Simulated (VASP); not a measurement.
# In3Se (Pm-3m) in VASP: further runs

In3Se is run at these levels: PBEsol; tasks: single point, relaxation of cell and atoms.

Everything below comes from runs of VASP 6.6.1. Logs are shortened: lines on timing, memory, paths and dates and some standing lists are left out, and cuts for length are marked.

**1. The cell of the first run**

It takes space group Pm-3m (No. 221, cubic). Conventional cell: a = 4.668 Å, b = 4.668 Å, c = 4.668 Å, α = 90.00°, β = 90.00°, γ = 90.00°. Within 4.3 Å of In (site symmetry 4/mmm) lie 8 In at 3.30 Å and 4 Se at 3.30 Å. Se (site symmetry m-3m) has 12 In at 3.30 Å within 4.3 Å.

**2. Single point, PBEsol**

File INCAR:

```
SYSTEM = In3Se
ALGO = Normal ; EDIFF = 1E-6
ENCUT = 520 ; GGA = PS
ISIF = 2 ; ISMEAR = 0
LASPH = .True. ; LCHARG = .False.
LREAL = .False. ; LWAVE = .False.
NBANDS = 30 ; NELM = 80
PREC = Accurate ; SIGMA = 0.1
```

File KPOINTS:

```
k-points
0
Gamma
  10 10 10
  0 0 0
```

File POSCAR:

```
In3Se
1.0
    4.6684208680      0.0000000000      0.0000000000
    0.0000000000      4.6684208680      0.0000000000
    0.0000000000      0.0000000000      4.6684208680
In Se
3 1
Direct
    0.0000000000      0.5000000000      0.5000000000
    0.5000000000      0.0000000000      0.5000000000
    0.5000000000      0.5000000000      0.0000000000
    0.0000000000      0.0000000000      0.0000000000
```

Potentials or basis: VASP PAW PBE potentials, release 64 (In_d, Se).

Command:

```sh
> cat potpaw_PBE.64/In_d/POTCAR potpaw_PBE.64/Se/POTCAR > POTCAR
> mpirun -np 1 vasp_std > vasp.out
```

OUTCAR:

```text
SYSTEM = In3Se
   EDIFF = 1E-6
   ENCUT = 520
   GGA = PS
   ISIF = 2
   ISMEAR = 0
   LASPH = .True.
   LREAL = .False.
   NELM = 80
   PREC = Accurate

 ion  position               nearest neighbor table
   1  0.000  0.500  0.500-   2 3.30   3 3.30   4 3.30   3 3.30   4 3.30   2 3.30   4 3.30   4 3.30
                             2 3.30   3 3.30   3 3.30   2 3.30
   2  0.500  0.000  0.500-   1 3.30   3 3.30   4 3.30   3 3.30   4 3.30   1 3.30   3 3.30   3 3.30
                             1 3.30   4 3.30   4 3.30   1 3.30
   3  0.500  0.500  0.000-   1 3.30   2 3.30   4 3.30   1 3.30   2 3.30   2 3.30   4 3.30   2 3.30
                             1 3.30   4 3.30   1 3.30   4 3.30
   4  0.000  0.000  0.000-   1 3.30   2 3.30   3 3.30   1 3.30   2 3.30   1 3.30   3 3.30   1 3.30
                             2 3.30   3 3.30   2 3.30   3 3.30

  LATTYP: Found a simple cubic cell.
 ALAT       =     4.6684208680

  Lattice vectors:

 A1 = (   4.6684208680,   0.0000000000,   0.0000000000)
 A2 = (   0.0000000000,   4.6684208680,   0.0000000000)
 A3 = (   0.0000000000,   0.0000000000,   4.6684208680)

Analysis of symmetry for initial positions (statically):
=====================================================================
 Subroutine PRICEL returns:
 Original cell was already a primitive cell.

 Routine SETGRP: Setting up the symmetry group for a
 simple cubic supercell.

 Subroutine GETGRP returns: Found 48 space group operations
 (whereof 48 operations were pure point group operations)
 out of a pool of 48 trial point group operations.

The static configuration has the point symmetry O_h .

Analysis of symmetry for dynamics (positions and initial velocities):
=====================================================================
 Subroutine PRICEL returns:
 Original cell was already a primitive cell.

 Routine SETGRP: Setting up the symmetry group for a
 simple cubic supercell.

 Subroutine GETGRP returns: Found 48 space group operations
 (whereof 48 operations were pure point group operations)
 out of a pool of 48 trial point group operations.

The dynamic configuration has the point symmetry O_h .

 Subroutine INISYM returns: Found 48 space group operations
 (whereof 48 operations are pure point group operations),
 and found     1 'primitive' translations

----------------------------------------------------------------------------------------
[... 96 lines left out ...]
   NELM   =     80;   NELMIN=  2; NELMDL= -5     # of ELM steps
   EDIFF  = 0.1E-05   stopping-criterion for ELM
   LREAL  =      F    real-space projection
   EDIFFG = 0.1E-04   stopping-criterion for IOM
   NSW    =      0    number of steps for IOM
   IBRION =     -1    ionic relax: 0-MD 1-quasi-New 2-CG
   NFREE  =      0    steps in history (QN), initial steepest desc. (CG)
   ISIF   =      2    stress and relaxation
   ISYM   =      2    0-nonsym 1-usesym 2-fastsym
   POTIM  = 0.5000    time-step for ionic-motion
   TEBEG  =    0.0;   TEEND  =   0.0 temperature during run
   PSTRESS=    0.0 pullay stress
   NELECT =      45.0000    total number of electrons
   NUPDOWN=      -1.0000    fix difference up-down
   EMIN   =  10.00;   EMAX   =-10.00  energy-range for DOS
   EFERMI =   0.00;   METHOD = LEGACY
   ISMEAR =     0;   SIGMA  =   0.10  broadening in eV -4-tet -1-fermi 0-gaus
   EFERMI_NEDOS =   21; number of points for ismear=-14 and -15
   IALGO  =     38    algorithm
   IMIX   =      4    mixing-type and parameters
     AMIX     =   0.40;   BMIX     =  1.00
     AMIX_MAG =   1.60;   BMIX_MAG =  1.00
  volume/ion in A,a.u.               =      25.44       171.65
  Fermi-wavevector in a.u.,A,eV,Ry     =   1.247314  2.357081 21.167826  1.555791
  Thomas-Fermi vector in A             =   2.381451
   LORBIT       =      0    0 simple, 1 ext, 2 COOP (PROOUT), +10 PAW based schemes
   GGA     = PS    functional components
   LHFCALC =     F    Hartree Fock is set to
   AEXX    =    0.0000 exact exchange contribution
   IVDW    =     0    specifies the selected vdW correction
   LEPSILON=     F    determine dielectric tensor
   LRPA    =     F    only Hartree local field effects (RPA)
 non-spin polarized calculation
 Gauss-broadening in eV      SIGMA  =   0.10
  energy-cutoff  :      520.00
  volume of cell :      101.74
 maximum number of plane-waves:      2800
 NGX is ok and might be reduce to    36
   NGX = 17   NGY = 17   NGZ = 17

 number of electron      44.9999976 magnetization

 Free energy of the ion-electron system (eV)
  ---------------------------------------------------
  ext. energy  EPLUGINS =         0.00000000
  ---------------------------------------------------
  free energy    TOTEN  =       -13.24651438 eV

  energy without entropy =      -13.23689017  energy(sigma->0) =      -13.24170227

 E-fermi :   6.6593     XC(G=0): -10.3001

 val. band max:        6.6093046185   @ k =   0.2000   0.1000   0.1000
 cond. band min:       6.6645108127   @ k =   0.4000   0.0000   0.0000
 fundamental gap:      0.0552061943
 Fermi energy:         6.6592819095

 k-point     1 :       0.0000    0.0000    0.0000
  band No.  band energies     occupation
      1      -8.1010      2.00000
      2      -8.0687      2.00000
      3      -8.0687      2.00000
      4      -8.0687      2.00000
      5      -7.9207      2.00000
      6      -7.9207      2.00000
[... 781 lines left out ...]
     29      11.8474      0.00000
     30      13.9597      0.00000

 [... further k-points ...]

------------------------ aborting loop because EDIFF is reached ----------------------------------------

  FORCE on cell =-STRESS in cart. coord.  units (eV):
  Direction    XX          YY          ZZ          XY          YZ          ZX
  --------------------------------------------------------------------------------------
  -------------------------------------------------------------------------------------
  Total       -0.0120396     -0.0120396     -0.0120396     -0.0000000      0.0000000     -0.0000000
  in kB       -0.1895883     -0.1895883     -0.1895883     -0.0000000      0.0000000     -0.0000000
  external PRESSURE =      -0.1895883 kB  Pullay stress =       0.0000000 kB

 VOLUME and BASIS-vectors are now :
 -----------------------------------------------------------------------------
  energy-cutoff  :      520.00
  volume of cell :      101.74
      direct lattice vectors                 reciprocal lattice vectors
     4.668420868  0.000000000  0.000000000     0.214205194  0.000000000  0.000000000
     0.000000000  4.668420868  0.000000000     0.000000000  0.214205194  0.000000000
     0.000000000  0.000000000  4.668420868     0.000000000  0.000000000  0.214205194

 POSITION                                       TOTAL-FORCE (eV/Angst)
 -----------------------------------------------------------------------------------
      0.00000      2.33421      2.33421         0.000000      0.000000      0.000000
      2.33421      0.00000      2.33421         0.000000      0.000000      0.000000
      2.33421      2.33421      0.00000         0.000000      0.000000      0.000000
      0.00000      0.00000      0.00000         0.000000      0.000000      0.000000
 -----------------------------------------------------------------------------------
    total drift:                                0.000000      0.000000      0.000000

  FREE ENERGIE OF THE ION-ELECTRON SYSTEM (eV)
  ---------------------------------------------------
  free  energy   TOTEN  =       -13.2465143822 eV

  energy  without entropy=      -13.2368901672  energy(sigma->0) =      -13.24170227
```

OSZICAR:

```text
N       E                     dE             d eps       ncg     rms          rms(c)
DAV:   1     0.406033261203E+03    0.40603E+03   -0.21353E+04  3360   0.192E+03
DAV:   2     0.284195240188E+02   -0.37761E+03   -0.36925E+03  3372   0.453E+02
DAV:   3    -0.117094245085E+02   -0.40129E+02   -0.38770E+02  4216   0.163E+02
DAV:   4    -0.134477761227E+02   -0.17384E+01   -0.17336E+01  3910   0.353E+01
DAV:   5    -0.135178028606E+02   -0.70027E-01   -0.70020E-01  4882   0.621E+00    0.465E+00
DAV:   6    -0.132605546947E+02    0.25725E+00   -0.75064E-01  4580   0.958E+00    0.268E+00
DAV:   7    -0.132513862729E+02    0.91684E-02   -0.13430E-01  4352   0.230E+00    0.947E-01
DAV:   8    -0.132471904265E+02    0.41958E-02   -0.11435E-02  4864   0.657E-01    0.283E-01
DAV:   9    -0.132465566957E+02    0.63373E-03   -0.28604E-03  4818   0.342E-01    0.121E-01
DAV:  10    -0.132465104428E+02    0.46253E-04   -0.38397E-04  4694   0.212E-01    0.431E-02
DAV:  11    -0.132465165995E+02   -0.61566E-05   -0.64934E-05  4082   0.394E-02    0.125E-02
DAV:  12    -0.132465144496E+02    0.21499E-05   -0.33212E-06  3650   0.176E-02    0.532E-03
DAV:  13    -0.132465143822E+02    0.67420E-07   -0.41726E-07  2352   0.415E-03
   1 F= -.13246514E+02 E0= -.13241702E+02  d E =-.962422E-02
```

stdout:

```text
POSCAR found type information on POSCAR InSe
 POSCAR found :  2 types and       4 ions
 scaLAPACK will be used
 -----------------------------------------------------------------------------
|                                                                             |
|                                                                             |
|     You enforced a specific xc type in the INCAR file but a different       |
|     I HOPE YOU KNOW WHAT YOU ARE DOING!                                     |
|                                                                             |
 -----------------------------------------------------------------------------

 LDA part: xc-table for (Slater+PW92), standard interpolation
 POSCAR, INCAR and KPOINTS ok, starting setup
 FFT: planning ... GRIDC
 FFT: planning ... GRID_SOFT
 FFT: planning ... GRID
 WAVECAR not read
 entering main loop
```

It took 1.8 min on 1 thread of Intel Xeon Platinum 8488C (Sapphire Rapids), shared host; peak memory 0.29 GiB.

What came out:

- Free energy: -13.2465 eV
- Pressure: 0.0 GPa
- Band gap on the k mesh: zero (an odd number of electrons rules out a gap without spin polarisation)

Levels at points of the mesh, in eV from the Fermi level:
| k point | band 18 | band 19 | band 20 | band 21 | band 22 | band 23 | band 24 | band 25 | band 26 | band 27 |
| --- | --- | --- | --- | --- | --- | --- | --- | --- | --- | --- |
| (0.00, 0.00, 0.00) | -3.58 | -3.58 | -3.58 | -2.06 | -2.06 | 1.23 | 1.23 | 1.23 | 4.42 | 4.42 |
| (0.50, 0.00, 0.00) | -5.03 | -2.66 | -2.66 | -1.37 | -1.06 | -0.19 | -0.19 | 1.29 | 4.05 | 4.05 |
| (0.50, 0.50, 0.00) | -6.24 | -5.97 | -2.09 | -0.96 | -0.54 | -0.54 | 1.63 | 1.78 | 1.78 | 2.00 |
| (0.50, 0.50, 0.50) | -4.58 | -4.58 | -4.37 | -4.37 | -4.37 | -3.49 | 3.32 | 3.32 | 3.32 | 8.49 |

Caveat: the PAW data sets were made with another functional, which shifts forces and pressure a little; spin-orbit coupling is left out, which moves the levels of the heavy elements.

(Continued in part 2 of 2.)
